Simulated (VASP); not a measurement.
# NaCl (Pm-3m) in VASP: notebook, part 2 of 2

VASP 6.6.1. Earlier steps stand in the parts before.

### 5 Relaxation of cell and atoms, PBEsol, target pressure 20 GPa, at which the enthalpy is minimised

INCAR reads:

```
SYSTEM = NaCl
ALGO = Normal
EDIFF = 1E-6
EDIFFG = -0.02
ENCUT = 600
GGA = PS
IBRION = 2
ISIF = 3
ISMEAR = -1
LASPH = .TRUE.
LCHARG = .FALSE.
LREAL = .FALSE.
LWAVE = .FALSE.
NELM = 80
NSW = 80
PREC = Accurate
PSTRESS = 200.0
SIGMA = 0.05
```

KPOINTS reads:

```
k-points
0
G
  8 8 8
  0 0 0
```

POSCAR reads:

```
NaCl
1.0
    3.5021900000      0.0000000000      0.0000000000
    0.0000000000      3.5021900000      0.0000000000
    0.0000000000      0.0000000000      3.5021900000
Cl Na
1 1
Direct
    0.5000000000      0.5000000000      0.5000000000
    0.0000000000      0.0000000000      0.0000000000
```

Potentials or basis: VASP PAW PBE potentials, release 64 (Cl, Na_pv).

The run is started by

```sh
> cat potpaw_PBE.64/Cl/POTCAR potpaw_PBE.64/Na_pv/POTCAR > POTCAR
> mpirun -np 1 vasp_std > vasp.out
```

OUTCAR:

```text
SYSTEM = NaCl
   EDIFF = 1E-6
   EDIFFG = -0.02
   ENCUT = 600
   GGA = PS
   IBRION = 2
   ISIF = 3
   ISMEAR = -1
   LASPH = .TRUE.
   LREAL = .FALSE.
   NELM = 80
   NSW = 80
   PREC = Accurate
   PSTRESS = 200.0

 ion  position               nearest neighbor table
   1  0.500  0.500  0.500-
   2  0.000  0.000  0.000-

  LATTYP: Found a simple cubic cell.
 ALAT       =     3.5021900000

  Lattice vectors:

 A1 = (   3.5021900000,   0.0000000000,   0.0000000000)
 A2 = (   0.0000000000,   3.5021900000,   0.0000000000)
 A3 = (   0.0000000000,   0.0000000000,   3.5021900000)

Analysis of symmetry for initial positions (statically):
=====================================================================
 Subroutine PRICEL returns:
 Original cell was already a primitive cell.

 Routine SETGRP: Setting up the symmetry group for a
 simple cubic supercell.

 Subroutine GETGRP returns: Found 48 space group operations
 (whereof 48 operations were pure point group operations)
 out of a pool of 48 trial point group operations.

The static configuration has the point symmetry O_h .

Analysis of symmetry for dynamics (positions and initial velocities):
=====================================================================
 Subroutine PRICEL returns:
 Original cell was already a primitive cell.

 Routine SETGRP: Setting up the symmetry group for a
 simple cubic supercell.

 Subroutine GETGRP returns: Found 48 space group operations
 (whereof 48 operations were pure point group operations)
 out of a pool of 48 trial point group operations.

The dynamic configuration has the point symmetry O_h .

 Subroutine INISYM returns: Found 48 space group operations
 (whereof 48 operations are pure point group operations),
 and found     1 'primitive' translations

----------------------------------------------------------------------------------------

                                     Primitive cell

  volume of cell :      42.9555

  direct lattice vectors                    reciprocal lattice vectors
     3.502190000  0.000000000  0.000000000     0.285535622  0.000000000  0.000000000
     0.000000000  3.502190000  0.000000000     0.000000000  0.285535622  0.000000000
     0.000000000  0.000000000  3.502190000     0.000000000  0.000000000  0.285535622

[... 94 lines left out ...]
   NELECT =      14.0000    total number of electrons
   NUPDOWN=      -1.0000    fix difference up-down
   EMIN   =  10.00;   EMAX   =-10.00  energy-range for DOS
   EFERMI =   0.00;   METHOD = LEGACY
   ISMEAR =    -1;   SIGMA  =   0.05  broadening in eV -4-tet -1-fermi 0-gaus
   EFERMI_NEDOS =   21; number of points for ismear=-14 and -15
   IALGO  =     38    algorithm
   IMIX   =      4    mixing-type and parameters
     AMIX     =   0.40;   BMIX     =  1.00
     AMIX_MAG =   1.60;   BMIX_MAG =  1.00
  volume/ion in A,a.u.               =      21.48       144.94
  Fermi-wavevector in a.u.,A,eV,Ry     =   1.126621  2.129005 17.269530  1.269275
  Thomas-Fermi vector in A             =   2.263304
   LORBIT       =      0    0 simple, 1 ext, 2 COOP (PROOUT), +10 PAW based schemes
   GGA     = PS    functional components
   LHFCALC =     F    Hartree Fock is set to
   AEXX    =    0.0000 exact exchange contribution
   IVDW    =     0    specifies the selected vdW correction
   LEPSILON=     F    determine dielectric tensor
   LRPA    =     F    only Hartree local field effects (RPA)
 conjugate gradient relaxation of ions
 non-spin polarized calculation
  energy-cutoff  :      600.00
  volume of cell :       42.96
 maximum number of plane-waves:      1472
 NGX is ok and might be reduce to    28
   NGX = 13   NGY = 13   NGZ = 13

--------------------------------------- Ionic step        1  -------------------------------------------

 number of electron      13.9999982 magnetization

 Free energy of the ion-electron system (eV)
  ---------------------------------------------------
  ext. energy  EPLUGINS =         0.00000000
  ---------------------------------------------------
  free energy    TOTEN  =        -6.72308370 eV

  energy without entropy =       -6.72308370  energy(sigma->0) =       -6.72308370

 E-fermi :   1.4632     XC(G=0):  -8.5855

 val. band max:        0.3710486325   @ k =   0.5000   0.5000   0.0000
 cond. band min:       4.2072838304   @ k =   0.0000   0.0000   0.0000
 fundamental gap:      3.8362351979
 Fermi energy:         1.4631733985

 k-point     1 :       0.0000    0.0000    0.0000
  band No.  band energies     occupation
      1     -21.5129      2.00000
      2     -21.5129      2.00000
      3     -21.5129      2.00000
      4     -12.9992      2.00000
      5      -0.1292      2.00000
      6      -0.1292      2.00000
      7      -0.1292      2.00000
      8       4.2073      0.00000
      9       8.7811      0.00000
     10       8.7811      0.00000
     11      15.9539      0.00000
[... 397 lines left out ...]
--------------------------------------- Ionic step        3  -------------------------------------------

 number of electron      13.9999989 magnetization

 Free energy of the ion-electron system (eV)
  ---------------------------------------------------
  ext. energy  EPLUGINS =         0.00000000
  ---------------------------------------------------
  free energy    TOTEN  =        -6.20761034 eV

  energy without entropy =       -6.20761034  energy(sigma->0) =       -6.20761034

 E-fermi :   4.6667     XC(G=0): -10.3409

 val. band max:        3.6990759552   @ k =   0.5000   0.5000   0.0000
 cond. band min:       8.6561414996   @ k =   0.5000   0.5000   0.0000
 fundamental gap:      4.9570655444
 Fermi energy:         4.6667172842

 k-point     1 :       0.0000    0.0000    0.0000
  band No.  band energies     occupation
      1     -18.2534      2.00000
      2     -18.2534      2.00000
      3     -18.2534      2.00000
      4     -11.4855      2.00000
      5       2.7949      2.00000
      6       2.7949      2.00000
      7       2.7949      2.00000
      8       9.1764      0.00000
      9      11.2796      0.00000
     10      11.2796      0.00000
     11      20.8554      0.00000
[... 355 lines left out ...]
  energy  without entropy=       -6.2076103385  energy(sigma->0) =       -6.20761034

  enthalpy is  TOTEN    =        -2.5111104354 eV   P V=        3.6964999032

 reached required accuracy - stopping structural energy minimisation
```

CONTCAR:

```text
NaCl
   1.00000000000000
     3.0937871310674510    0.0000000000000000   -0.0000000000000000
    -0.0000000000000000    3.0937871310674510    0.0000000000000000
     0.0000000000000000    0.0000000000000000    3.0937871310674510
  Cl              Na
     1     1
Direct
     0.5000000000000000    0.5000000000000000    0.5000000000000000
     0.0000000000000000    0.0000000000000000    0.0000000000000000

  0.00000000E+00  0.00000000E+00  0.00000000E+00
  0.00000000E+00  0.00000000E+00  0.00000000E+00
```

It took 14 s on 1 thread of Intel Xeon 6975P-C (Granite Rapids), shared host; peak memory 0.16 GiB.

What came out:

```yaml
Free_energy: -6.2076 eV
Relaxed_volume: 14.81 Å³/atom
Relaxed_cell: a = 3.094 Å, b = 3.094 Å, c = 3.094 Å, α = 90.00°, β = 90.00°, γ = 90.00°
Space_group_after_relaxing_to_0.1_Å: Pm-3m (No. 221)
Energy_change_on_relaxing_the_run_minimises_the_enthalpy: +257.7 meV/atom
Ionic_steps: 3
Pressure_after_relaxing: 20.2 GPa
Band_gap_on_the_k_mesh: 4.96 eV
```

Step by step:
```tsv
step	energy change (eV)	largest force (eV/Å)	pressure (GPa)	volume (Å³)
1	0.0000	0.0000	-1.20	42.96
2	0.8202	0.0000	28.87	27.60
3	0.5155	0.0000	20.16	29.61
```

Final structure:
```xyz
2
Lattice="3.0938 0.0000 0.0000 0.0000 3.0938 0.0000 0.0000 0.0000 3.0938" Properties=species:S:1:pos:R:3 pbc="T T T"
Cl    1.5469    1.5469    1.5469
Na    0.0000    0.0000    0.0000
```

Caveat: the cell is relaxed towards a set pressure, so the run minimises the enthalpy, not the energy; the volume moved by over 15 % at a fixed basis, so the end points are rough; the PAW data sets were made with another functional, which shifts forces and pressure a little. A k mesh can miss the band edges.

### 6 Relaxation of cell and atoms, PBEsol, target pressure 30 GPa, at which the enthalpy is minimised

INCAR reads:

```
PREC = Accurate
ENCUT = 600
EDIFF = 1E-6
ISMEAR = -1
SIGMA = 0.05
LREAL = False
LASPH = True
NELM = 100
ALGO = Normal
ISIF = 3
LWAVE = False
LCHARG = False
GGA = PS
IBRION = 2
NSW = 80
EDIFFG = -0.02
PSTRESS = 300.0
```

KPOINTS reads:

```
regular mesh
0
Gamma
  8 8 8
```

POSCAR is that of step 5.

Potentials or basis: VASP PAW PBE potentials, release 64 (Cl, Na_pv).

The run is started by

```sh
> cat potpaw_PBE.64/Cl/POTCAR potpaw_PBE.64/Na_pv/POTCAR > POTCAR
> mpirun -np 1 vasp_std > vasp.out
```

OUTCAR:

```text
PREC = Accurate
   ENCUT = 600
   EDIFF = 1E-6
   ISMEAR = -1
   LREAL = False
   LASPH = True
   NELM = 100
   ISIF = 3
   GGA = PS
   IBRION = 2
   NSW = 80
   EDIFFG = -0.02
   PSTRESS = 300.0

 ion  position               nearest neighbor table
   1  0.500  0.500  0.500-
   2  0.000  0.000  0.000-

  LATTYP: Found a simple cubic cell.
 ALAT       =     3.5021900000

  Lattice vectors:

 A1 = (   3.5021900000,   0.0000000000,   0.0000000000)
 A2 = (   0.0000000000,   3.5021900000,   0.0000000000)
 A3 = (   0.0000000000,   0.0000000000,   3.5021900000)

Analysis of symmetry for initial positions (statically):
=====================================================================
 Subroutine PRICEL returns:
 Original cell was already a primitive cell.

 Routine SETGRP: Setting up the symmetry group for a
 simple cubic supercell.

[... 175 lines left out ...]

 k-point     1 :       0.0000    0.0000    0.0000
  band No.  band energies     occupation
      1     -21.5129      2.00000
      2     -21.5129      2.00000
      3     -21.5129      2.00000
      4     -12.9992      2.00000
      5      -0.1292      2.00000
      6      -0.1292      2.00000
      7      -0.1292      2.00000
      8       4.2073      0.00000
      9       8.7811      0.00000
     10       8.7811      0.00000
     11      15.9539      0.00000
[... 435 lines left out ...]
--------------------------------------- Ionic step        4  -------------------------------------------

 number of electron      14.0000009 magnetization

 Free energy of the ion-electron system (eV)
  ---------------------------------------------------
  ext. energy  EPLUGINS =         0.00000000
  ---------------------------------------------------
  free energy    TOTEN  =        -5.86544756 eV

  energy without entropy =       -5.86544756  energy(sigma->0) =       -5.86544756

 E-fermi :   5.6368     XC(G=0): -10.7353

 val. band max:        4.6184330614   @ k =   0.5000   0.5000   0.0000
 cond. band min:       9.3694881776   @ k =   0.5000   0.5000   0.0000
 fundamental gap:      4.7510551162
 Fermi energy:         5.6368100519

 k-point     1 :       0.0000    0.0000    0.0000
  band No.  band energies     occupation
      1     -17.4826      2.00000
      2     -17.4826      2.00000
      3     -17.4826      2.00000
      4     -11.1029      2.00000
      5       3.6017      2.00000
      6       3.6017      2.00000
      7       3.6017      2.00000
      8      10.5933      0.00000
      9      11.8957      0.00000
     10      11.8957      0.00000
     11      22.0106      0.00000
[... 355 lines left out ...]
  energy  without entropy=       -5.8654475578  energy(sigma->0) =       -5.86544756

  enthalpy is  TOTEN    =        -0.7362761052 eV   P V=        5.1291714526

 reached required accuracy - stopping structural energy minimisation
```

OSZICAR:

```text
N       E                     dE             d eps       ncg     rms          rms(c)
DAV:   1     0.991421735827E+02    0.99142E+02   -0.79958E+03   770   0.144E+03
DAV:   2     0.204934832318E+01   -0.97093E+02   -0.89401E+02   906   0.289E+02
DAV:   3    -0.671762478229E+01   -0.87670E+01   -0.86528E+01   901   0.829E+01
[... 33 lines left out ...]
DAV:   2    -0.586679401216E+01    0.52431E-02   -0.71157E-03   860   0.119E+00    0.244E-01
DAV:   3    -0.586552997006E+01    0.12640E-02   -0.29588E-03   878   0.718E-01    0.106E-01
DAV:   4    -0.586545114649E+01    0.78824E-04   -0.10562E-04   815   0.123E-01    0.148E-02
DAV:   5    -0.586544752610E+01    0.36204E-05   -0.14313E-05   872   0.374E-02    0.595E-03
DAV:   6    -0.586544755778E+01   -0.31682E-07   -0.32002E-07   451   0.854E-03
   4 F= -.73627611E+00 E0= -.73627611E+00  d E =-.205641E+01
```

Wall time 17 s (1 thread of Intel Xeon 6975P-C (Granite Rapids), shared host); peak memory 0.16 GiB.

Results:

```
Free energy                                                : -5.8654 eV
Relaxed volume                                             : 13.70 Å³/atom
Relaxed cell                                               : a = 3.014 Å, b = 3.014 Å, c = 3.014 Å, α = 90.00°, β = 90.00°, γ = 90.00°
Space group after relaxing (to 0.1 Å)                      : Pm-3m (No. 221)
Energy change on relaxing (the run minimises the enthalpy) : +428.8 meV/atom
Ionic steps                                                : 4
Pressure after relaxing                                    : 30.0 GPa
Band gap on the k mesh                                     : 4.75 eV
```

Step by step:
```
step  energy change (eV)  largest force (eV/Å)  pressure (GPa)  volume (Å³)
   1              0.0000                0.0000           -1.20        42.96
   2              2.6061                0.0000           79.04        21.85
   3              0.8099                0.0000           28.57        27.65
   4              0.8576                0.0000           29.95        27.39
```

Final structure:
```
CELL_PARAMETERS angstrom
3.01448 0.00000 0.00000
0.00000 3.01448 0.00000
0.00000 0.00000 3.01448
ATOMIC_POSITIONS crystal
Cl 0.50000 0.50000 0.50000
Na 0.00000 0.00000 0.00000
```

Levels at points of the mesh, in eV from the valence-band top:
```csv
k point,band 4,band 5,band 6,band 7,band 8,band 9,band 10,band 11
"(0.00, 0.00, 0.00)",-15.72,-1.02,-1.02,-1.02,5.97,7.28,7.28,17.39
"(0.50, 0.00, 0.00)",-14.56,-5.69,-0.60,-0.60,8.37,9.71,12.06,12.55
"(0.50, 0.50, 0.00)",-13.92,-4.41,-4.41,0.00,4.75,10.46,12.84,12.84
"(0.50, 0.50, 0.50)",-13.07,-3.82,-3.82,-3.82,6.52,6.52,6.52,15.43
```

Caveat: the cell is relaxed towards a set pressure, so the run minimises the enthalpy, not the energy; the volume moved by over 15 % at a fixed basis, so the end points are rough; the PAW data sets were made with another functional, which shifts forces and pressure a little.

### 7 The runs side by side

```csv
cell,gap on the mesh (eV),pressure (GPa)
relaxed,3.98,-0.1
relaxed to 5 GPa,4.49,5.1
relaxed to 10 GPa,4.85,9.8
relaxed to 20 GPa,4.96,20.2
relaxed to 30 GPa,4.75,30.0
```

Alike in all rows: task relaxation of cell and atoms; level PBEsol; potentials or basis VASP PAW PBE potentials, release 64 (Cl, Na_pv); no spin polarisation; k mesh 8 × 8 × 8; cutoff (eV) 600; smearing fermi-dirac 0.05 eV.

Caveats: the PAW data sets were made with another functional, which shifts forces and pressure a little; the cell is relaxed towards a set pressure, so the run minimises the enthalpy, not the energy (at least some runs); the volume moved by over 15 % at a fixed basis, so the end points are rough (at least some runs).

Absolute energies hang on the potentials; compare differences alone.
